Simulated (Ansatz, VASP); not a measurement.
One calculation of CuO, two programs

File INCAR:

```
  PREC = Accurate
  ENCUT = 520
  EDIFF = 1E-6
  ISMEAR = -1
  SIGMA = 0.1
  LREAL = F
  LASPH = T
  NELM = 150
  ALGO = Normal
  ISIF = 2
  LWAVE = F
  LCHARG = F
  ISPIN = 2
  MAGMOM = 0 0 0.58 -0.58
  LORBIT = 11
  LMAXMIX = 4
  LDAU = T
  LDAUTYPE = 2
  LDAUL = -1 2
  LDAUU = 0 4
  LDAUJ = 0 0
  LDAUPRINT = 1
  GGA = PE
  NBANDS = 29
  ISYM = 0
```

File KPOINTS:

```
regular mesh
0
Gamma
  7 7 4
```

File POSCAR:

```
CuO
1.0
    2.3415000000     -1.7101500000      0.0000000000
    2.3415000000      1.7101500000      0.0000000000
   -0.8640400000      0.0000000000      5.0511300000
O Cu
2 2
Direct
    0.5830000000      0.4170000000      0.2500000000
    0.4170000000      0.5830000000      0.7500000000
    0.0000000000      0.5000000000      0.0000000000
    0.5000000000      0.0000000000      0.5000000000
```

Input for Ansatz:

```yaml
crystal:
  lattice:
    - [2.3415, -1.71015, 0.0]
    - [2.3415, 1.71015, 0.0]
    - [-0.86404, 0.0, 5.05113]
  atoms:
    - { symbol: O, position: [0.583, 0.417, 0.25] }
    - { symbol: O, position: [0.417, 0.583, 0.75] }
    - { symbol: Cu, position: [0.0, 0.5, 0.0], spin: 1.0 }
    - { symbol: Cu, position: [0.5, 0.0, 0.5], spin: -1.0 }
  symmetry: { detect: false, time_reversal: true }
magnetization:
  spin_polarized: true
hamiltonian:
  xc: pbe
  pseudopotentials: { kind: paw }
  hubbard:
    sites:
      - { site: 2, l: d, u_eff: 4.0, starting_ns: [{ spin: up, occupation_matrix: s2up }, { spin: down, occupation_matrix: s2down }] }
      - { site: 3, l: d, u_eff: 4.0, starting_ns: [{ spin: up, occupation_matrix: s3up }, { spin: down, occupation_matrix: s3down }] }
    occupation_matrices:
      s2up:
        matrix:
          - [0.999999, 0.0, 0.0, 0.0, 0.0]
          - [0.0, 0.999999, 0.0, 0.0, 0.0]
          - [0.0, 0.0, 0.999999, 0.0, 0.0]
          - [0.0, 0.0, 0.0, 0.999999, 0.0]
          - [0.0, 0.0, 0.0, 0.0, 0.999999]
      s2down:
        matrix:
          - [1.0e-06, 0.0, 0.0, 0.0, 0.0]
          - [0.0, 0.999999, 0.0, 0.0, 0.0]
          - [0.0, 0.0, 0.999999, 0.0, 0.0]
          - [0.0, 0.0, 0.0, 0.999999, 0.0]
          - [0.0, 0.0, 0.0, 0.0, 0.999999]
      s3down:
        matrix:
          - [0.999999, 0.0, 0.0, 0.0, 0.0]
          - [0.0, 0.999999, 0.0, 0.0, 0.0]
          - [0.0, 0.0, 0.999999, 0.0, 0.0]
          - [0.0, 0.0, 0.0, 0.999999, 0.0]
          - [0.0, 0.0, 0.0, 0.0, 0.999999]
      s3up:
        matrix:
          - [0.999999, 0.0, 0.0, 0.0, 0.0]
          - [0.0, 0.999999, 0.0, 0.0, 0.0]
          - [0.0, 0.0, 1.0e-06, 0.0, 0.0]
          - [0.0, 0.0, 0.0, 0.999999, 0.0]
          - [0.0, 0.0, 0.0, 0.0, 0.999999]
basis:
  ecutwfc: 420
kpoints:
  mp_grid: { grid: [7, 7, 4] }
scf:
  occupations: { method: fermi_dirac, width: 0.1 }
  lower_state_search: "off"
  max_iter: 200
output:
  forces: true
  stress: true
```

Alike in both runs: task single point; functional PBE; k mesh 7 × 7 × 4; occupations fermi-dirac, width 0.1 eV; collinear spin; Hubbard terms Cu d U = 4.0 eV.

```csv
,VASP,Ansatz
version,VASP 6.6.1,Ansatz 0.2.0
potentials or method,"VASP PAW PBE potentials, release 64 (O, Cu), cutoff 520 eV","PAW, plane waves, scalar-relativistic"
valence electrons in the cell,34,50
```

VASP gave:

* pressure (GPa): 4.4
* traceless stress, the component that is largest in VASP (GPa): -0.58
* rms of the force components (eV/Å): 0.019
* net moment per atom (μB): 0.00
* size of the moment on the site where the two differ most (μB): 0.57

Problem. Which values does Ansatz return?

Solution. Pressure (GPa): 7.9; traceless stress, the component that is largest in VASP (GPa): -0.54; rms of the force components (eV/Å): 0.019; net moment per atom (μB): 0.00; size of the moment on the site where the two differ most (μB): 0.53.

Site moments also hang on the region over which each program counts them. The programs project onto different local orbitals, so the same U acts differently, and such runs can settle in different states. Atom by atom the forces differ by 0.000 eV/Å (rms over components). VASP's potentials hold 34 valence electrons a cell and Ansatz's 50, so a difference there can come from the potentials and not from the codes. Ansatz's warnings: specified occupation not kept.
